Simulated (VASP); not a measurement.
Bi2TeSe2: single point with PBEsol

The system is Bi2TeSe2.

```
Bi Te Se
1.0
     2.10535    1.21553    9.77666
    -2.10535    1.21553    9.77666
     0.00000   -2.43105    9.77666
Bi Te Se
2 1 2
Direct
  0.60194 0.60194 0.60194
  0.39806 0.39806 0.39806
  0.00000 0.00000 0.00000
  0.78840 0.78840 0.78840
  0.21160 0.21160 0.21160
```

- Program: VASP 6.6.1
- Task: single point
- Functional: PBEsol
- Potentials or basis: VASP PAW PBE potentials, release 64 (Bi_d, Te, Se)
- Cutoff: 520 eV
- k mesh: 7 × 7 × 7
- Occupations: fermi-dirac, width 0.05 eV
- Spin: no spin polarisation
- Dipole correction: no
- Further INCAR settings: ALGO = Normal; EDIFF = 1e-07; NBANDS = 32

| Item | Value |
| --- | --- |
| Pressure | 0.6 GPa |
| Largest force | 1.751 eV/Å |
| Band gap on the k mesh | 0.44 eV |

Forces in eV/Å, atoms in the order of the input:
```
Bi   0.000  0.000 -1.751
Bi   0.000  0.000  1.751
Te   0.000  0.000  0.000
Se   0.000  0.000 -0.675
Se   0.000  0.000  0.675
```

Stress tensor (GPa, compression positive):
```
0.55 0.00 0.00
0.00 0.55 0.00
0.00 0.00 0.77
```

Levels at points of the mesh, in eV from the valence-band top:
```csv
k point,band 20,band 21,band 22,band 23,band 24,band 25,band 26,band 27,band 28,band 29
"(0.00, 0.00, 0.00)",-1.46,-1.46,-0.88,-0.88,0.00,0.44,1.02,1.02,2.24,2.66
```

Wall time 17 min on 1 thread of Intel(R) Xeon(R) Platinum 8375C CPU @ 2.90GHz (Ice Lake), on a shared host, peak memory 1 GiB.

Caveat: the PAW data sets were made with another functional, which shifts forces and pressure a little; spin-orbit coupling is left out, which moves the levels of the heavy elements; an odd mesh through Γ misses points on the zone boundary, where band edges can lie.
